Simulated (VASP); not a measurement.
# Zr3O (P6_322) in VASP: a series of runs

Zr3O is run at these levels: PBEsol; tasks: single point.

Everything below comes from runs of VASP 6.6.1. Logs are shortened: lines on timing, memory, paths and dates and some standing lists are left out, and cuts for length are marked.

### Step 1. The cell of the first run

It takes space group P6_322 (No. 182, hexagonal). Conventional cell: a = 5.584 Å, b = 5.584 Å, c = 5.168 Å, α = 90.00°, β = 90.00°, γ = 120.00°. Within 3.0 Å of Zr (site symmetry 2) lie 2 O at 2.25 Å. O (site symmetry 32) has 6 Zr at 2.25 Å within 3.0 Å.

### Step 2. Single point, PBEsol

File INCAR:

```
SYSTEM = Zr3O
  PREC = Accurate
  ENCUT = 520
  EDIFF = 1E-6
  ISMEAR = -1
  SIGMA = 0.15
  LREAL = .FALSE.
  LASPH = .TRUE.
  NELM = 80
  ALGO = Normal
  ISIF = 2
  LWAVE = .FALSE.
  LCHARG = .FALSE.
  GGA = PS
  NBANDS = 52
```

File KPOINTS:

```
Automatic mesh
0
G
  6 6 8
  0 0 0
```

File POSCAR:

```
Zr3O
1.0
    5.5835013441      0.0000000000      0.0000000000
   -2.7917506721      4.8354540061      0.0000000000
    0.0000000000      0.0000000000      5.1681961963
Zr O
6 2
Direct
    0.3405924734      0.0000000000      0.0000000000
    0.3405924734      0.3405924734      0.5000000000
    0.0000000000      0.3405924734      0.0000000000
    0.6594075266      0.0000000000      0.5000000000
    0.6594075266      0.6594075266      0.0000000000
    0.0000000000      0.6594075266      0.5000000000
    0.3333333333      0.6666666667      0.2500000000
    0.6666666667      0.3333333333      0.7500000000
```

Potentials or basis: VASP PAW PBE potentials, release 64 (Zr_sv, O).

The run is started by

```console
cat potpaw_PBE.64/Zr_sv/POTCAR potpaw_PBE.64/O/POTCAR > POTCAR
mpirun -np 1 vasp_std > vasp.out
```

OUTCAR:

```text
SYSTEM = Zr3O
   PREC = Accurate
   ENCUT = 520
   EDIFF = 1E-6
   ISMEAR = -1
   LREAL = .FALSE.
   LASPH = .TRUE.
   NELM = 80
   ISIF = 2
   GGA = PS

 ion  position               nearest neighbor table
   1  0.341  0.000  0.000-   7 2.25   8 2.25   4 3.14   4 3.14   3 3.19   5 3.19   3 3.19   5 3.19
                             6 3.21   6 3.21   2 3.21   2 3.21   5 3.29   3 3.29
   2  0.341  0.341  0.500-   8 2.25   7 2.25   5 3.14   5 3.14   6 3.19   6 3.19   4 3.19   4 3.19
                             3 3.21   3 3.21   1 3.21   1 3.21   4 3.29   6 3.29
   3  0.000  0.341  0.000-   8 2.25   7 2.25   6 3.14   6 3.14   5 3.19   1 3.19   5 3.19   1 3.19
                             2 3.21   2 3.21   4 3.21   4 3.21   1 3.29   5 3.29
   4  0.659  0.000  0.500-   8 2.25   7 2.25   1 3.14   1 3.14   6 3.19   2 3.19   6 3.19   2 3.19
                             3 3.21   3 3.21   5 3.21   5 3.21   2 3.29   6 3.29
   5  0.659  0.659  0.000-   7 2.25   8 2.25   2 3.14   2 3.14   3 3.19   3 3.19   1 3.19   1 3.19
                             6 3.21   6 3.21   4 3.21   4 3.21   1 3.29   3 3.29
   6  0.000  0.659  0.500-   7 2.25   8 2.25   3 3.14   3 3.14   2 3.19   4 3.19   2 3.19   4 3.19
                             5 3.21   5 3.21   1 3.21   1 3.21   4 3.29   2 3.29
   7  0.333  0.667  0.250-   6 2.25   1 2.25   3 2.25   4 2.25   5 2.25   2 2.25
   8  0.667  0.333  0.750-   3 2.25   4 2.25   6 2.25   1 2.25   2 2.25   5 2.25

  LATTYP: Found a hexagonal cell.
 ALAT       =     5.5835013441
 C/A-ratio  =     0.9256192267

  Lattice vectors:

 A1 = (   5.5835013441,   0.0000000000,   0.0000000000)
 A2 = (  -2.7917506721,   4.8354540061,   0.0000000000)
 A3 = (   0.0000000000,   0.0000000000,   5.1681961963)

Analysis of symmetry for initial positions (statically):
=====================================================================
 Subroutine PRICEL returns:
 Original cell was already a primitive cell.

 Routine SETGRP: Setting up the symmetry group for a
 hexagonal supercell.

 Subroutine GETGRP returns: Found 12 space group operations
 (whereof  6 operations were pure point group operations)
 out of a pool of 24 trial point group operations.

The static configuration has the point symmetry D_3 .
 The point group associated with its full space group is D_6 .

Analysis of symmetry for dynamics (positions and initial velocities):
=====================================================================
 Subroutine PRICEL returns:
 Original cell was already a primitive cell.

 Routine SETGRP: Setting up the symmetry group for a
 hexagonal supercell.

 Subroutine GETGRP returns: Found 12 space group operations
[... 125 lines left out ...]
   TEBEG  =    0.0;   TEEND  =   0.0 temperature during run
   PSTRESS=    0.0 pullay stress
   NELECT =      84.0000    total number of electrons
   NUPDOWN=      -1.0000    fix difference up-down
   EMIN   =  10.00;   EMAX   =-10.00  energy-range for DOS
   EFERMI =   0.00;   METHOD = LEGACY
   ISMEAR =    -1;   SIGMA  =   0.15  broadening in eV -4-tet -1-fermi 0-gaus
   EFERMI_NEDOS =   21; number of points for ismear=-14 and -15
   IALGO  =     38    algorithm
   IMIX   =      4    mixing-type and parameters
     AMIX     =   0.40;   BMIX     =  1.00
     AMIX_MAG =   1.60;   BMIX_MAG =  1.00
  volume/ion in A,a.u.               =      17.44       117.70
  Fermi-wavevector in a.u.,A,eV,Ry     =   1.382315  2.612196 25.997935  1.910794
  Thomas-Fermi vector in A             =   2.507018
   LORBIT       =      0    0 simple, 1 ext, 2 COOP (PROOUT), +10 PAW based schemes
   GGA     = PS    functional components
   LHFCALC =     F    Hartree Fock is set to
   AEXX    =    0.0000 exact exchange contribution
   IVDW    =     0    specifies the selected vdW correction
   LEPSILON=     F    determine dielectric tensor
   LRPA    =     F    only Hartree local field effects (RPA)
 non-spin polarized calculation
  energy-cutoff  :      520.00
  volume of cell :      139.53
 maximum number of plane-waves:      3776
 NGX is ok and might be reduce to    42
   NGX = 21   NGY = 21   NGZ = 19

 number of electron      83.9999999 magnetization

 Free energy of the ion-electron system (eV)
  ---------------------------------------------------
  ext. energy  EPLUGINS =         0.00000000
  ---------------------------------------------------
  free energy    TOTEN  =       -76.88951938 eV

  energy without entropy =      -76.47344447  energy(sigma->0) =      -76.68148193

 E-fermi :   9.7553     XC(G=0): -11.7642

 val. band max:        9.7540860251   @ k =   0.3333   0.0000   0.5000
 cond. band min:       9.7714217126   @ k =   0.1667   0.1667   0.5000
 fundamental gap:      0.0173356875
 Fermi energy:         9.7552738522

 k-point     1 :       0.0000    0.0000    0.0000
  band No.  band energies     occupation
      1     -38.9838      2.00000
      2     -38.8179      2.00000
      3     -38.8013      2.00000
      4     -38.8013      2.00000
      5     -38.7845      2.00000
      6     -38.7845      2.00000
[... 1309 lines left out ...]
     51      12.5470      0.00000
     52      12.8319      0.00000

 [... further k-points ...]

------------------------ aborting loop because EDIFF is reached ----------------------------------------

  FORCE on cell =-STRESS in cart. coord.  units (eV):
  Direction    XX          YY          ZZ          XY          YZ          ZX
  --------------------------------------------------------------------------------------
  -------------------------------------------------------------------------------------
  Total        0.1741375      0.1741375      0.1959775     -0.0000000      0.0000000      0.0000000
  in kB        1.9994939      1.9994939      2.2502664     -0.0000000      0.0000000      0.0000000
  external PRESSURE =       2.0830848 kB  Pullay stress =       0.0000000 kB

 VOLUME and BASIS-vectors are now :
 -----------------------------------------------------------------------------
  energy-cutoff  :      520.00
  volume of cell :      139.53
      direct lattice vectors                 reciprocal lattice vectors
     5.583501344  0.000000000  0.000000000     0.179099088  0.103402907  0.000000000
    -2.791750672  4.835454006  0.000000000     0.000000000  0.206805814  0.000000000
     0.000000000  0.000000000  5.168196196     0.000000000  0.000000000  0.193491106

 POSITION                                       TOTAL-FORCE (eV/Angst)
 -----------------------------------------------------------------------------------
      1.90170      0.00000      0.00000        -0.014991     -0.000000     -0.000000
      0.95085      1.64692      2.58410        -0.007495     -0.012982     -0.000000
     -0.95085      1.64692      0.00000         0.007495     -0.012982      0.000000
      3.68180      0.00000      2.58410         0.014991     -0.000000     -0.000000
      1.84090      3.18853      0.00000         0.007495      0.012982     -0.000000
     -1.84090      3.18853      2.58410        -0.007495      0.012982      0.000000
     -0.00000      3.22364      1.29205         0.000000     -0.000000      0.000000
      2.79175      1.61182      3.87615        -0.000000     -0.000000      0.000000
 -----------------------------------------------------------------------------------
    total drift:                               -0.000001      0.000000     -0.000000

  FREE ENERGIE OF THE ION-ELECTRON SYSTEM (eV)
  ---------------------------------------------------
  free  energy   TOTEN  =       -76.8895193790 eV

  energy  without entropy=      -76.4734444738  energy(sigma->0) =      -76.68148193
```

OSZICAR:

```text
N       E                     dE             d eps       ncg     rms          rms(c)
DAV:   1     0.921377598604E+03    0.92138E+03   -0.45401E+04  3648   0.164E+03
DAV:   2     0.460726136662E+01   -0.91677E+03   -0.89606E+03  4140   0.492E+02
DAV:   3    -0.757356252169E+02   -0.80343E+02   -0.78775E+02  5552   0.118E+02
DAV:   4    -0.821071235987E+02   -0.63715E+01   -0.63395E+01  5496   0.285E+01
DAV:   5    -0.824822201777E+02   -0.37510E+00   -0.37491E+00  5004   0.527E+00    0.354E+01
DAV:   6    -0.772720992228E+02    0.52101E+01   -0.25013E+01  4728   0.212E+01    0.158E+01
DAV:   7    -0.769194178003E+02    0.35268E+00   -0.37058E+00  4624   0.723E+00    0.623E+00
DAV:   8    -0.768870092056E+02    0.32409E-01   -0.36290E-01  4640   0.264E+00    0.131E+00
DAV:   9    -0.768919578448E+02   -0.49486E-02   -0.92801E-02  4704   0.136E+00    0.582E-01
DAV:  10    -0.768895047179E+02    0.24531E-02   -0.22631E-02  4864   0.583E-01    0.839E-02
DAV:  11    -0.768895303225E+02   -0.25605E-04   -0.86075E-04  4496   0.127E-01    0.379E-02
DAV:  12    -0.768895192495E+02    0.11073E-04   -0.18820E-04  5280   0.519E-02    0.920E-03
DAV:  13    -0.768895195615E+02   -0.31194E-06   -0.10749E-05  3808   0.133E-02    0.311E-03
DAV:  14    -0.768895193790E+02    0.18244E-06   -0.62996E-07  2440   0.354E-03
   1 F= -.76889519E+02 E0= -.76681482E+02  d E =-.416075E+00
```

It took 3.5 min on 1 thread of Intel Xeon Platinum 8259CL at 2.50GHz (Skylake/Cascade Lake), shared host; peak memory 0.36 GiB.

What came out:

```yaml
Free_energy: -76.8895 eV
Pressure: 0.2 GPa
Largest_force: 0.015 eV/Å
Band_gap_on_the_k_mesh: zero (bands 42 and 43 overlap by 0.83 eV)
```

Forces on the atoms (eV/Å):
```
Zr  -0.015  0.000  0.000
Zr  -0.007 -0.013  0.000
Zr   0.007 -0.013  0.000
Zr   0.015  0.000  0.000
Zr   0.007  0.013  0.000
Zr  -0.007  0.013  0.000
O    0.000  0.000  0.000
O    0.000  0.000  0.000
```

Caveat: the PAW data sets were made with another functional, which shifts forces and pressure a little.

### Step 3. Single point, PBEsol

File INCAR:

```
ALGO = Normal
EDIFF = 1E-6
ENCUT = 520
GGA = PS
ISIF = 2
ISMEAR = -1
LASPH = True
LCHARG = False
LREAL = False
LWAVE = False
NBANDS = 52
NELM = 60
PREC = Accurate
SIGMA = 0.15
```

File KPOINTS:

```
k-points
0
Gamma
  6 6 8
```

POSCAR is that of step 2.

Potentials or basis: VASP PAW PBE potentials, release 64 (Zr_sv, O).

The run is started by

```console
cat potpaw_PBE.64/Zr_sv/POTCAR potpaw_PBE.64/O/POTCAR > POTCAR
mpirun -np 1 vasp_std > vasp.out
```

OUTCAR:

```text
EDIFF = 1E-6
   ENCUT = 520
   GGA = PS
   ISIF = 2
   ISMEAR = -1
   LASPH = True
   LREAL = False
   NELM = 60
   PREC = Accurate

 ion  position               nearest neighbor table
   1  0.341  0.000  0.000-   7 2.25   8 2.25   4 3.14   4 3.14   3 3.19   5 3.19   3 3.19   5 3.19
                             6 3.21   6 3.21   2 3.21   2 3.21   5 3.29   3 3.29
   2  0.341  0.341  0.500-   8 2.25   7 2.25   5 3.14   5 3.14   6 3.19   6 3.19   4 3.19   4 3.19
                             3 3.21   3 3.21   1 3.21   1 3.21   4 3.29   6 3.29
   3  0.000  0.341  0.000-   8 2.25   7 2.25   6 3.14   6 3.14   5 3.19   1 3.19   5 3.19   1 3.19
                             2 3.21   2 3.21   4 3.21   4 3.21   1 3.29   5 3.29
   4  0.659  0.000  0.500-   8 2.25   7 2.25   1 3.14   1 3.14   6 3.19   2 3.19   6 3.19   2 3.19
                             3 3.21   3 3.21   5 3.21   5 3.21   2 3.29   6 3.29
   5  0.659  0.659  0.000-   7 2.25   8 2.25   2 3.14   2 3.14   3 3.19   3 3.19   1 3.19   1 3.19
                             6 3.21   6 3.21   4 3.21   4 3.21   1 3.29   3 3.29
   6  0.000  0.659  0.500-   7 2.25   8 2.25   3 3.14   3 3.14   2 3.19   4 3.19   2 3.19   4 3.19
                             5 3.21   5 3.21   1 3.21   1 3.21   4 3.29   2 3.29
   7  0.333  0.667  0.250-   6 2.25   1 2.25   3 2.25   4 2.25   5 2.25   2 2.25
   8  0.667  0.333  0.750-   3 2.25   4 2.25   6 2.25   1 2.25   2 2.25   5 2.25

  LATTYP: Found a hexagonal cell.
 ALAT       =     5.5835013441
 C/A-ratio  =     0.9256192267

  Lattice vectors:

 A1 = (   5.5835013441,   0.0000000000,   0.0000000000)
 A2 = (  -2.7917506721,   4.8354540061,   0.0000000000)
 A3 = (   0.0000000000,   0.0000000000,   5.1681961963)

Analysis of symmetry for initial positions (statically):
=====================================================================
 Subroutine PRICEL returns:
 Original cell was already a primitive cell.

 Routine SETGRP: Setting up the symmetry group for a
 hexagonal supercell.

 Subroutine GETGRP returns: Found 12 space group operations
 (whereof  6 operations were pure point group operations)
 out of a pool of 24 trial point group operations.

The static configuration has the point symmetry D_3 .
 The point group associated with its full space group is D_6 .

Analysis of symmetry for dynamics (positions and initial velocities):
=====================================================================
 Subroutine PRICEL returns:
 Original cell was already a primitive cell.

 Routine SETGRP: Setting up the symmetry group for a
 hexagonal supercell.

 Subroutine GETGRP returns: Found 12 space group operations
 (whereof  6 operations were pure point group operations)
 out of a pool of 24 trial point group operations.

The dynamic configuration has the point symmetry D_3 .
 The point group associated with its full space group is D_6 .

 Subroutine INISYM returns: Found 12 space group operations
 (whereof  6 operations are pure point group operations),
 and found     1 'primitive' translations

----------------------------------------------------------------------------------------

                                     Primitive cell

  volume of cell :     139.5349

  direct lattice vectors                    reciprocal lattice vectors
     5.583501344  0.000000000  0.000000000     0.179099088  0.103402907  0.000000000
    -2.791750672  4.835454006  0.000000000     0.000000000  0.206805814  0.000000000
[... 80 lines left out ...]
   number of dos      NEDOS =    301   number of ions     NIONS =      8
   total plane-waves  NPLWV =  70560
   dimension x,y,z NGX =    42 NGY =   42 NGZ =   40
   dimension x,y,z NGXF=    84 NGYF=   84 NGZF=   80
   ions per type =               6   2
   NGX,Y,Z   is equivalent  to a cutoff of  12.51, 12.51, 12.87 a.u.
   NGXF,Y,Z  is equivalent  to a cutoff of  25.01, 25.01, 25.73 a.u.
 SYSTEM =  unknown system
   PREC   = accura    normal or accurate (medium, high low for compatibility)
   ISTART =      0    job   : 0-new  1-cont  2-samecut
   ICHARG =      2    charge: 1-file 2-atom 10-const
   ISPIN  =      1    spin polarized calculation?
   LNONCOLLINEAR =      F non collinear calculations
   LSORBIT =      F    spin-orbit coupling
   LASPH  =      T    aspherical Exc in radial PAW
   ENCUT  =  520.0 eV  38.22 Ry    6.18 a.u.  10.38 10.38  9.61*2*pi/ulx,y,z
   NELM   =     60;   NELMIN=  2; NELMDL= -5     # of ELM steps
   EDIFF  = 0.1E-05   stopping-criterion for ELM
   LREAL  =      F    real-space projection
   EDIFFG = 0.1E-04   stopping-criterion for IOM
   NSW    =      0    number of steps for IOM
   IBRION =     -1    ionic relax: 0-MD 1-quasi-New 2-CG
   NFREE  =      0    steps in history (QN), initial steepest desc. (CG)
   ISIF   =      2    stress and relaxation
   ISYM   =      2    0-nonsym 1-usesym 2-fastsym
   POTIM  = 0.5000    time-step for ionic-motion
   TEBEG  =    0.0;   TEEND  =   0.0 temperature during run
   PSTRESS=    0.0 pullay stress
   NELECT =      84.0000    total number of electrons
   NUPDOWN=      -1.0000    fix difference up-down
   EMIN   =  10.00;   EMAX   =-10.00  energy-range for DOS
   EFERMI =   0.00;   METHOD = LEGACY
   ISMEAR =    -1;   SIGMA  =   0.15  broadening in eV -4-tet -1-fermi 0-gaus
   EFERMI_NEDOS =   21; number of points for ismear=-14 and -15
   IALGO  =     38    algorithm
   IMIX   =      4    mixing-type and parameters
     AMIX     =   0.40;   BMIX     =  1.00
     AMIX_MAG =   1.60;   BMIX_MAG =  1.00
  volume/ion in A,a.u.               =      17.44       117.70
  Fermi-wavevector in a.u.,A,eV,Ry     =   1.382315  2.612196 25.997935  1.910794
  Thomas-Fermi vector in A             =   2.507018
   LORBIT       =      0    0 simple, 1 ext, 2 COOP (PROOUT), +10 PAW based schemes
   GGA     = PS    functional components
   LHFCALC =     F    Hartree Fock is set to
   AEXX    =    0.0000 exact exchange contribution
   IVDW    =     0    specifies the selected vdW correction
   LEPSILON=     F    determine dielectric tensor
   LRPA    =     F    only Hartree local field effects (RPA)
 non-spin polarized calculation
  energy-cutoff  :      520.00
  volume of cell :      139.53
 maximum number of plane-waves:      3776
 NGX is ok and might be reduce to    42
   NGX = 21   NGY = 21   NGZ = 19

 number of electron      83.9999999 magnetization

 Free energy of the ion-electron system (eV)
  ---------------------------------------------------
  ext. energy  EPLUGINS =         0.00000000
  ---------------------------------------------------
  free energy    TOTEN  =       -76.88951938 eV

  energy without entropy =      -76.47344447  energy(sigma->0) =      -76.68148193

 E-fermi :   9.7553     XC(G=0): -11.7642

 val. band max:        9.7540860251   @ k =   0.3333   0.0000   0.5000
 cond. band min:       9.7714217126   @ k =   0.1667   0.1667   0.5000
 fundamental gap:      0.0173356875
 Fermi energy:         9.7552738522

 k-point     1 :       0.0000    0.0000    0.0000
  band No.  band energies     occupation
      1     -38.9838      2.00000
      2     -38.8179      2.00000
      3     -38.8013      2.00000
      4     -38.8013      2.00000
      5     -38.7845      2.00000
      6     -38.7845      2.00000
[... 1309 lines left out ...]
     51      12.5470      0.00000
     52      12.8319      0.00000

 [... further k-points ...]

------------------------ aborting loop because EDIFF is reached ----------------------------------------

  FORCE on cell =-STRESS in cart. coord.  units (eV):
  Direction    XX          YY          ZZ          XY          YZ          ZX
  --------------------------------------------------------------------------------------
  -------------------------------------------------------------------------------------
  Total        0.1741375      0.1741375      0.1959775     -0.0000000      0.0000000      0.0000000
  in kB        1.9994939      1.9994939      2.2502664     -0.0000000      0.0000000      0.0000000
  external PRESSURE =       2.0830848 kB  Pullay stress =       0.0000000 kB

 VOLUME and BASIS-vectors are now :
 -----------------------------------------------------------------------------
  energy-cutoff  :      520.00
  volume of cell :      139.53
      direct lattice vectors                 reciprocal lattice vectors
     5.583501344  0.000000000  0.000000000     0.179099088  0.103402907  0.000000000
    -2.791750672  4.835454006  0.000000000     0.000000000  0.206805814  0.000000000
     0.000000000  0.000000000  5.168196196     0.000000000  0.000000000  0.193491106

 POSITION                                       TOTAL-FORCE (eV/Angst)
 -----------------------------------------------------------------------------------
      1.90170      0.00000      0.00000        -0.014991     -0.000000     -0.000000
      0.95085      1.64692      2.58410        -0.007495     -0.012982     -0.000000
     -0.95085      1.64692      0.00000         0.007495     -0.012982      0.000000
      3.68180      0.00000      2.58410         0.014991     -0.000000     -0.000000
      1.84090      3.18853      0.00000         0.007495      0.012982     -0.000000
     -1.84090      3.18853      2.58410        -0.007495      0.012982      0.000000
     -0.00000      3.22364      1.29205         0.000000     -0.000000      0.000000
      2.79175      1.61182      3.87615        -0.000000     -0.000000      0.000000
 -----------------------------------------------------------------------------------
    total drift:                               -0.000001      0.000000     -0.000000

  FREE ENERGIE OF THE ION-ELECTRON SYSTEM (eV)
  ---------------------------------------------------
  free  energy   TOTEN  =       -76.8895193790 eV

  energy  without entropy=      -76.4734444738  energy(sigma->0) =      -76.68148193
```

Wall time 3.6 min (1 thread of Intel Xeon Platinum 8259CL at 2.50GHz (Skylake/Cascade Lake), shared host); peak memory 0.36 GiB.

Results:

| Quantity | Value |
| --- | --- |
| Free energy | -76.8895 eV |
| Pressure | 0.2 GPa |
| Largest force | 0.015 eV/Å |
| Band gap on the k mesh | zero (bands 42 and 43 overlap by 0.83 eV) |

Forces on the atoms (eV/Å):
```
Zr  -0.015  0.000  0.000
Zr  -0.007 -0.013  0.000
Zr   0.007 -0.013  0.000
Zr   0.015  0.000  0.000
Zr   0.007  0.013  0.000
Zr  -0.007  0.013  0.000
O    0.000  0.000  0.000
O    0.000  0.000  0.000
```

Caveat: the PAW data sets were made with another functional, which shifts forces and pressure a little.
